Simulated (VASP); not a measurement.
# Ge7H2 in VASP: further runs

The runs below take Ge7H2 through single point, with LDA.

All numbers are computed with VASP 6.6.1; they aren't measurements. Logs are shortened: lines on timing, memory, paths and dates and some standing lists are left out, and cuts for length are marked.

**1. The cell of the first run**

The cell holds a slab with vacuum, 18 atoms: a = 3.975 Å, b = 7.950 Å, c = 22.189 Å, α = 90.00°, β = 90.00°, γ = 90.00°.

**2. Single point, LDA**

INCAR

```
PREC = Accurate
ENCUT = 520
EDIFF = 1E-6
ISMEAR = 0
SIGMA = 0.05
LREAL = Auto
LASPH = T
NELM = 60
ALGO = Normal
ISIF = 2
LWAVE = F
LCHARG = F
LDIPOL = T
IDIPOL = 3
DIPOL = 0.5 0.5 0.358
NBANDS = 115
```

KPOINTS

```
Automatic mesh
0
Gamma
  6 3 1
```

POSCAR

```
Ge7H2
1.0
    3.9752292141      0.0000000000      0.0000000000
    0.0000000000      7.9504584281      0.0000000000
    0.0000000000      0.0000000000     22.1891745247
Ge H
14 4
Direct
    0.0000000000      0.2500000000      0.2211186323
    0.0000000000      0.7500000000      0.2211186323
    0.0000000000      0.5000000000      0.2844583372
    0.0000000000      0.0000000000      0.2844583372
    0.5000000000      0.5000000000      0.3477980422
    0.5000000000      0.0000000000      0.3477980422
    0.5000000000      0.7537337728      0.4134762029
    0.5000000000      0.2477228333      0.4078782939
    0.0000000000      0.7552993819      0.4786955800
    0.0000000000      0.2542355613      0.4685095184
    0.0000000000      0.0141625506      0.5428985036
    0.0000000000      0.4924668390      0.5359067469
    0.5000000000      0.1582994462      0.5797925820
    0.5000000000      0.4592732631      0.5997122054
   -0.3085651772      0.2500000000      0.1796750369
    0.3085651772      0.2500000000      0.1796750369
    0.3079205199      0.7500000000      0.1794214520
   -0.3079205199      0.7500000000      0.1794214520
```

Potentials or basis: VASP PAW LDA potentials, release 64 (Ge_d, H).

On the command line:

```console
$ cat potpaw_LDA.64/Ge_d/POTCAR potpaw_LDA.64/H/POTCAR > POTCAR
$ mpirun -np 1 vasp_std > vasp.out
```

OUTCAR:

```text
PREC = Accurate
   ENCUT = 520
   EDIFF = 1E-6
   ISMEAR = 0
   LREAL = Auto
   LASPH = T
   NELM = 60
   ISIF = 2

 ion  position               nearest neighbor table
   1  0.000  0.250  0.221-  15 1.53  16 1.53   3 2.43   4 2.43
   2  0.000  0.750  0.221-  17 1.53  18 1.53   3 2.43   4 2.43
   3  0.000  0.500  0.284-   1 2.43   2 2.43   5 2.43   5 2.43
   4  0.000  0.000  0.284-   1 2.43   2 2.43   6 2.43   6 2.43
   5  0.500  0.500  0.348-   8 2.41   3 2.43   3 2.43   7 2.49
   6  0.500  0.000  0.348-   8 2.38   4 2.43   4 2.43   7 2.44
   7  0.500  0.754  0.413-   6 2.44   9 2.46   9 2.46   5 2.49
   8  0.500  0.248  0.408-   6 2.38  10 2.40  10 2.40   5 2.41
   9  0.000  0.755  0.479-  12 2.45   7 2.46   7 2.46  11 2.50
  10  0.000  0.254  0.469-   8 2.40   8 2.40  12 2.41  11 2.52
  11  0.000  0.014  0.543-  13 2.44  13 2.44   9 2.50  10 2.52
  12  0.000  0.492  0.536-  10 2.41   9 2.45  14 2.45  14 2.45
  13  0.500  0.158  0.580-  14 2.43  11 2.44  11 2.44
  14  0.500  0.459  0.600-  13 2.43  12 2.45  12 2.45
  15  0.691  0.250  0.180-   1 1.53
  16  0.309  0.250  0.180-   1 1.53
  17  0.308  0.750  0.179-   2 1.53
  18  0.692  0.750  0.179-   2 1.53

  LATTYP: Found a simple orthorhombic cell.
 ALAT       =     3.9752292141
 B/A-ratio  =     2.0000000000
 C/A-ratio  =     5.5818603984

  Lattice vectors:

 A1 = (   3.9752292141,   0.0000000000,   0.0000000000)
 A2 = (   0.0000000000,   7.9504584281,   0.0000000000)
 A3 = (   0.0000000000,   0.0000000000,  22.1891745247)

Analysis of symmetry for initial positions (statically):
=====================================================================
 Subroutine PRICEL returns:
 Original cell was already a primitive cell.

 Routine SETGRP: Setting up the symmetry group for a
 simple orthorhombic supercell.

 Subroutine GETGRP returns: Found  2 space group operations
 (whereof  2 operations were pure point group operations)
 out of a pool of  8 trial point group operations.

The static configuration has the point symmetry C_1h.

Analysis of symmetry for dynamics (positions and initial velocities):
=====================================================================
 Subroutine PRICEL returns:
 Original cell was already a primitive cell.

 Routine SETGRP: Setting up the symmetry group for a
 simple orthorhombic supercell.

 Subroutine GETGRP returns: Found  2 space group operations
 (whereof  2 operations were pure point group operations)
 out of a pool of  8 trial point group operations.

The dynamic configuration has the point symmetry C_1h.

 Subroutine INISYM returns: Found  2 space group operations
 (whereof  2 operations are pure point group operations),
 and found     1 'primitive' translations

----------------------------------------------------------------------------------------

                                     Primitive cell

  volume of cell :     701.2865

  direct lattice vectors                    reciprocal lattice vectors
     3.975229214  0.000000000  0.000000000     0.251557821  0.000000000  0.000000000
     0.000000000  7.950458428  0.000000000     0.000000000  0.125778911  0.000000000
     0.000000000  0.000000000 22.189174525     0.000000000  0.000000000  0.045067021

  length of vectors
     3.975229214  7.950458428 22.189174525     0.251557821  0.125778911  0.045067021

  position of ions in fractional coordinates (direct lattice)
     0.000000000  0.250000000  0.221118632
     0.000000000  0.750000000  0.221118632
     0.000000000  0.500000000  0.284458337
     0.000000000  0.000000000  0.284458337
     0.500000000  0.500000000  0.347798042
     0.500000000  0.000000000  0.347798042
[... 10 lines left out ...]
     0.307920520  0.750000000  0.179421452
     0.692079480  0.750000000  0.179421452

  ion indices of the primitive-cell ions
   primitive index   ion index
                 1           1
                 2           2
                 3           3
                 4           4
                 5           5
                 6           6
[... 10 lines left out ...]
                17          17
                18          18

----------------------------------------------------------------------------------------

 KPOINTS: Automatic mesh

Automatic generation of k-mesh.
 Grid dimensions read from file:
 generate k-points for:    6    3    1

 Generating k-lattice:

  Cartesian coordinates                     Fractional coordinates (reciprocal lattice)
     0.041926304  0.000000000  0.000000000     0.166666667  0.000000000  0.000000000
     0.000000000  0.041926304  0.000000000     0.000000000  0.333333333  0.000000000
     0.000000000  0.000000000  0.045067021     0.000000000  0.000000000  1.000000000

  Length of vectors
     0.041926304  0.041926304  0.045067021

  Shift w.r.t. Gamma in fractional coordinates (k-lattice)
     0.000000000  0.000000000  0.000000000

 Subroutine IBZKPT returns following result:
 ===========================================

 Found      8 irreducible k-points:

 Following reciprocal coordinates:
            Coordinates               Weight
  0.000000  0.000000  0.000000      1.000000
  0.166667  0.000000  0.000000      2.000000
  0.333333  0.000000  0.000000      2.000000
  0.500000  0.000000  0.000000      1.000000
  0.000000  0.333333  0.000000      2.000000
  0.166667  0.333333  0.000000      4.000000
  0.333333  0.333333  0.000000      4.000000
  0.500000  0.333333  0.000000      2.000000
   k-points           NKPTS =      8   k-points in BZ     NKDIM =      8   number of bands    NBANDS=    115
   number of dos      NEDOS =    301   number of ions     NIONS =     18
   total plane-waves  NPLWV = 302400
   dimension x,y,z NGX =    30 NGY =   60 NGZ =  168
   dimension x,y,z NGXF=    60 NGYF=  120 NGZF=  336
   ions per type =              14   4
   NGX,Y,Z   is equivalent  to a cutoff of  12.55, 12.55, 12.59 a.u.
   NGXF,Y,Z  is equivalent  to a cutoff of  25.09, 25.09, 25.17 a.u.
 SYSTEM =  unknown system
   PREC   = accura    normal or accurate (medium, high low for compatibility)
   ISTART =      0    job   : 0-new  1-cont  2-samecut
   ICHARG =      2    charge: 1-file 2-atom 10-const
   ISPIN  =      1    spin polarized calculation?
   LNONCOLLINEAR =      F non collinear calculations
   LSORBIT =      F    spin-orbit coupling
   LASPH  =      T    aspherical Exc in radial PAW
   ENCUT  =  520.0 eV  38.22 Ry    6.18 a.u.   7.39 14.78 41.26*2*pi/ulx,y,z
   NELM   =     60;   NELMIN=  2; NELMDL= -5     # of ELM steps
   EDIFF  = 0.1E-05   stopping-criterion for ELM
   LREAL  =      T    real-space projection
   EDIFFG = 0.1E-04   stopping-criterion for IOM
   NSW    =      0    number of steps for IOM
   IBRION =     -1    ionic relax: 0-MD 1-quasi-New 2-CG
   NFREE  =      0    steps in history (QN), initial steepest desc. (CG)
   ISIF   =      2    stress and relaxation
   ISYM   =      2    0-nonsym 1-usesym 2-fastsym
   POTIM  = 0.5000    time-step for ionic-motion
   TEBEG  =    0.0;   TEEND  =   0.0 temperature during run
   PSTRESS=    0.0 pullay stress
   NELECT =     200.0000    total number of electrons
   NUPDOWN=      -1.0000    fix difference up-down
   EMIN   =  10.00;   EMAX   =-10.00  energy-range for DOS
   EFERMI =   0.00;   METHOD = LEGACY
   ISMEAR =     0;   SIGMA  =   0.05  broadening in eV -4-tet -1-fermi 0-gaus
   EFERMI_NEDOS =   21; number of points for ismear=-14 and -15
   IALGO  =     38    algorithm
   IMIX   =      4    mixing-type and parameters
     AMIX     =   0.40;   BMIX     =  1.00
     AMIX_MAG =   1.60;   BMIX_MAG =  1.00
  volume/ion in A,a.u.               =      38.96       262.92
  Fermi-wavevector in a.u.,A,eV,Ry     =   1.077589  2.036347 15.799048  1.161197
  Thomas-Fermi vector in A             =   2.213504
   LORBIT       =      0    0 simple, 1 ext, 2 COOP (PROOUT), +10 PAW based schemes
   GGA     = CA    functional components
   LHFCALC =     F    Hartree Fock is set to
   AEXX    =    0.0000 exact exchange contribution
   IVDW    =     0    specifies the selected vdW correction
   LEPSILON=     F    determine dielectric tensor
   LRPA    =     F    only Hartree local field effects (RPA)
 non-spin polarized calculation
 Gauss-broadening in eV      SIGMA  =   0.05
  energy-cutoff  :      520.00
  volume of cell :      701.29
 maximum number of plane-waves:     18965
 NGX is ok and might be reduce to    30
   NGX = 15   NGY = 29   NGZ = 83

 dipolmoment           0.000000      0.000000     -0.006137 electrons x Angstroem

 number of electron     199.9999975 magnetization

 dipolmoment           0.000000      0.000000      0.051019 electrons x Angstroem

 Free energy of the ion-electron system (eV)
  ---------------------------------------------------
  ext. energy  EPLUGINS =         0.00000000
  ---------------------------------------------------
  free energy    TOTEN  =       -82.86620621 eV

  energy without entropy =      -82.86588791  energy(sigma->0) =      -82.86604706

 E-fermi :  -0.4606     XC(G=0):  -5.4790

 val. band max:       -0.5571516265   @ k =   0.1667   0.3333   0.0000
 cond. band min:      -0.3833728049   @ k =   0.5000   0.0000   0.0000
 fundamental gap:      0.1737788216
 Fermi energy:        -0.4606422572

 k-point     1 :       0.0000    0.0000    0.0000
  band No.  band energies     occupation
      1     -25.4891      2.00000
      2     -25.4642      2.00000
      3     -25.4170      2.00000
      4     -25.3888      2.00000
      5     -25.3647      2.00000
      6     -25.2701      2.00000
[... 104 lines left out ...]
    111       2.5610      0.00000
    112       2.9150      0.00000

 k-point     2 :       0.1667    0.0000    0.0000
  band No.  band energies     occupation
      1     -25.4916      2.00000
      2     -25.4629      2.00000
      3     -25.4173      2.00000
      4     -25.3918      2.00000
      5     -25.3564      2.00000
      6     -25.2731      2.00000
[... 104 lines left out ...]
    111       2.9135      0.00000
    112       3.2458      0.00000

 k-point     3 :       0.3333    0.0000    0.0000
  band No.  band energies     occupation
      1     -25.4956      2.00000
      2     -25.4596      2.00000
      3     -25.4180      2.00000
      4     -25.3886      2.00000
      5     -25.3531      2.00000
      6     -25.2711      2.00000
[... 104 lines left out ...]
    111       3.0340      0.00000
    112       3.4664      0.00000

 k-point     4 :       0.5000    0.0000    0.0000
  band No.  band energies     occupation
      1     -25.4971      2.00000
      2     -25.4576      2.00000
      3     -25.4189      2.00000
      4     -25.3806      2.00000
      5     -25.3598      2.00000
      6     -25.2667      2.00000
[... 104 lines left out ...]
    111       3.1521      0.00000
    112       3.4161      0.00000

 k-point     5 :       0.0000    0.3333    0.0000
  band No.  band energies     occupation
      1     -25.4891      2.00000
      2     -25.4642      2.00000
      3     -25.4170      2.00000
      4     -25.3888      2.00000
      5     -25.3647      2.00000
      6     -25.2701      2.00000
[... 104 lines left out ...]
    111       2.8603      0.00000
    112       3.0514      0.00000

 k-point     6 :       0.1667    0.3333    0.0000
  band No.  band energies     occupation
      1     -25.4916      2.00000
      2     -25.4629      2.00000
      3     -25.4173      2.00000
      4     -25.3918      2.00000
      5     -25.3563      2.00000
      6     -25.2731      2.00000
[... 104 lines left out ...]
    111       3.0867      0.00000
    112       3.2774      0.00000

 k-point     7 :       0.3333    0.3333    0.0000
  band No.  band energies     occupation
      1     -25.4956      2.00000
      2     -25.4596      2.00000
      3     -25.4180      2.00000
      4     -25.3886      2.00000
      5     -25.3531      2.00000
      6     -25.2712      2.00000
[... 104 lines left out ...]
    111       3.0170      0.00000
    112       3.4228      0.00000

 k-point     8 :       0.5000    0.3333    0.0000
  band No.  band energies     occupation
      1     -25.4971      2.00000
      2     -25.4576      2.00000
      3     -25.4189      2.00000
      4     -25.3807      2.00000
      5     -25.3598      2.00000
      6     -25.2671      2.00000
[... 104 lines left out ...]
    111       3.1731      0.00000
    112       3.5563      0.00000
 [bands above 112 left out]

------------------------ aborting loop because EDIFF is reached ----------------------------------------

 vacuum level on the upper side and lower side of the slab       (xc-potential included)        -0.075        -0.309

  FORCE on cell =-STRESS in cart. coord.  units (eV):
  Direction    XX          YY          ZZ          XY          YZ          ZX
  --------------------------------------------------------------------------------------
  -------------------------------------------------------------------------------------
  Total        5.6263070     -2.3059347      0.0183296      0.0000000     -0.0163303      0.0000000
  in kB       12.8540064     -5.2681980      0.0418762      0.0000000     -0.0373086      0.0000000
  external PRESSURE =       2.5425616 kB  Pullay stress =       0.0000000 kB

 VOLUME and BASIS-vectors are now :
 -----------------------------------------------------------------------------
  energy-cutoff  :      520.00
  volume of cell :      701.29
      direct lattice vectors                 reciprocal lattice vectors
     3.975229214  0.000000000  0.000000000     0.251557821  0.000000000  0.000000000
     0.000000000  7.950458428  0.000000000     0.000000000  0.125778911  0.000000000
     0.000000000  0.000000000 22.189174525     0.000000000  0.000000000  0.045067021

 POSITION                                       TOTAL-FORCE (eV/Angst)
 -----------------------------------------------------------------------------------
      0.00000      1.98761      4.90644         0.000000     -0.035990      0.339634
      0.00000      5.96284      4.90644         0.000000      0.023065      0.247095
      0.00000      3.97523      6.31190         0.000000      0.155002     -0.218779
      0.00000      0.00000      6.31190         0.000000     -0.132478     -0.181648
      1.98761      3.97523      7.71735         0.000000      0.256692      0.023035
      1.98761      0.00000      7.71735         0.000000     -0.270459     -0.343695
[... 10 lines left out ...]
      1.22405      5.96284      3.98121        -0.000958     -0.013455     -0.002419
      2.75117      5.96284      3.98121         0.000958     -0.013455     -0.002419
 -----------------------------------------------------------------------------------
    total drift:                                0.000000      0.000026      0.000242

  FREE ENERGIE OF THE ION-ELECTRON SYSTEM (eV)
  ---------------------------------------------------
  free  energy   TOTEN  =       -82.8662062123 eV

  energy  without entropy=      -82.8658879148  energy(sigma->0) =      -82.86604706

 vacuum level on the upper side and lower side of the slab         4.191         3.950
```

Wall time 46 min (1 thread of Intel Xeon 8259CL, shared host); peak memory 0.69 GiB.

What came out:

```yaml
Free_energy: -82.8662 eV
Largest_force: 0.639 eV/Å
Band_gap_on_the_k_mesh: 0.17 eV (least direct gap 0.52 eV)
```

Forces in eV/Å, atoms in the order of the input:
```
Ge   0.000 -0.036  0.340
Ge   0.000  0.023  0.247
Ge   0.000  0.155 -0.219
Ge   0.000 -0.132 -0.182
Ge   0.000  0.257  0.023
Ge   0.000 -0.270 -0.344
Ge   0.000 -0.001  0.003
Ge   0.000  0.007  0.002
Ge   0.000  0.002  0.010
Ge   0.000 -0.012  0.013
Ge   0.000 -0.009 -0.005
Ge   0.000  0.016 -0.005
Ge   0.000 -0.007 -0.483
Ge   0.000  0.003  0.639
H   -0.017  0.016 -0.018
H    0.017  0.016 -0.018
H   -0.001 -0.013 -0.002
H    0.001 -0.013 -0.002
```

Levels at points of the mesh, in eV from the valence-band top:
| k point | band 97 | band 98 | band 99 | band 100 | band 101 | band 102 | band 103 | band 104 |
| --- | --- | --- | --- | --- | --- | --- | --- | --- |
| (0.00, 0.00, 0.00) | -0.55 | -0.51 | -0.24 | -0.17 | 0.35 | 0.92 | 1.15 | 1.34 |
| (0.50, 0.00, 0.00) | -1.12 | -0.98 | -0.95 | -0.87 | 0.17 | 0.74 | 1.26 | 1.89 |

**3. Single point, LDA**

INCAR

```
SYSTEM = Ge7H2
PREC     = Accurate       ! precision mode
ENCUT    = 520            ! plane-wave cutoff, eV
EDIFF    = 1E-6           ! SCF threshold, eV
ISMEAR   = 0              ! smearing method
SIGMA    = 0.05           ! smearing width, eV
LREAL    = Auto         
LASPH    = .TRUE.         ! aspherical terms in the spheres
NELM     = 100            ! most SCF steps
ALGO     = Normal         ! electronic algorithm
ISIF     = 2              ! what is computed and relaxed
LWAVE    = .FALSE.        ! write WAVECAR
LCHARG   = .FALSE.        ! write CHGCAR
LDIPOL   = .TRUE.       
IDIPOL   = 3            
DIPOL    = 0.5 0.5 0.361
GGA      = CA             ! functional
NBANDS   = 115            ! bands
```

KPOINTS

```
Automatic mesh
0
G
  6 3 1
  0 0 0
```

POSCAR

```
Ge7H2
1.0
    3.9752292141      0.0000000000      0.0000000000
    0.0000000000      7.9504584281      0.0000000000
    0.0000000000      0.0000000000     22.1891745247
Ge H
14 4
Direct
    0.0000000000      0.2500000000      0.2211186323
    0.0000000000      0.7500000000      0.2211186323
    0.0000000000      0.5000000000      0.2844583372
    0.0000000000      0.0000000000      0.2844583372
    0.5000000000      0.5000000000      0.3477980422
    0.5000000000      0.0000000000      0.3477980422
    0.5000000000      0.7533964205      0.4155049956
    0.5000000000      0.2479993063      0.4096104489
    0.0000000000      0.7539670126      0.4828718672
    0.0000000000      0.2568527906      0.4718032017
    0.0000000000      0.0180494590      0.5466682381
    0.0000000000      0.4901921797      0.5422527942
    0.5000000000      0.1559824925      0.5899777288
    0.5000000000      0.4610135239      0.6094016150
   -0.3085651772      0.2500000000      0.1796750369
    0.3085651772      0.2500000000      0.1796750369
    0.3079205199      0.7500000000      0.1794214520
   -0.3079205199      0.7500000000      0.1794214520
```

Potentials or basis: VASP PAW LDA potentials, release 64 (Ge_d, H).

On the command line:

```console
$ cat potpaw_LDA.64/Ge_d/POTCAR potpaw_LDA.64/H/POTCAR > POTCAR
$ mpirun -np 1 vasp_std > vasp.out
```

It took 23 min on 1 thread of Intel Xeon 6975P-C (Granite Rapids), shared host; peak memory 0.67 GiB.

Results (log left out):

| Quantity | Value |
| --- | --- |
| Free energy | -82.8194 eV |
| Largest force | 0.820 eV/Å |
| Band gap on the k mesh | 0.07 eV (least direct gap 0.40 eV) |

Forces in eV/Å, atoms in the order of the input:
```
Ge   0.000 -0.027  0.336
Ge   0.000  0.020  0.252
Ge   0.000  0.141 -0.196
Ge   0.000 -0.125 -0.153
Ge   0.000  0.246  0.279
Ge   0.000 -0.253  0.005
Ge   0.000  0.005  0.006
Ge   0.000 -0.002  0.007
Ge   0.000  0.001  0.009
Ge   0.000 -0.019 -0.006
Ge   0.000 -0.023  0.011
Ge   0.000  0.021  0.017
Ge   0.000  0.019 -0.820
Ge   0.000 -0.003  0.298
H   -0.020  0.013 -0.020
H    0.020  0.013 -0.020
H    0.001 -0.014 -0.003
H   -0.001 -0.014 -0.003
```

Levels at points of the mesh, in eV from the valence-band top:
```tsv
k point	band 97	band 98	band 99	band 100	band 101	band 102	band 103	band 104
(0.00, 0.00, 0.00)	-0.55	-0.34	-0.30	-0.14	0.25	0.89	1.25	1.35
(0.50, 0.00, 0.00)	-1.03	-0.97	-0.94	-0.82	0.07	0.69	1.18	1.80
```
